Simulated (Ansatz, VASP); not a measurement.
# One calculation of HfO2, two programs

```
Hf O
1.0
     0.00000    2.59317    2.59317
     2.59317    0.00000    2.59317
     2.59317    2.59317    0.00000
Hf O
1 2
Direct
  0.00000 0.00000 0.00000
  0.25000 0.25000 0.25000
  0.75000 0.75000 0.75000
```

Change from the starting cell: hydrostatic strain +2.5%.

Alike in both runs: task single point; functional HSE06; k mesh 6 × 6 × 6; no spin polarisation.

|  | VASP | Ansatz |
| --- | --- | --- |
| version | VASP 6.6.1 | Ansatz 0.2.0 |
| potentials or method | VASP PAW PBE potentials, release 64 (Hf_pv, O) | plane waves, PAW |
| plane-wave cutoff (eV) | 520 | 420 |
| occupations | gaussian, width 0.01 eV | fixed |
| valence electrons in the cell | 22 | 38 |

|  | VASP | Ansatz | Ansatz less VASP |
| --- | --- | --- | --- |
| gap on the k mesh at the Fermi level (eV) | 5.13 | 5.19 | +0.061 |
| pressure (GPa) | -21.7 | -17.6 | +4.03 |

VASP's potentials hold 22 valence electrons a cell and Ansatz's 38, so a difference there can come from the potentials and not from the codes. Ansatz's warnings: stress exchange threshold loose, stress scf threshold loose.

Spin-orbit coupling is off throughout.
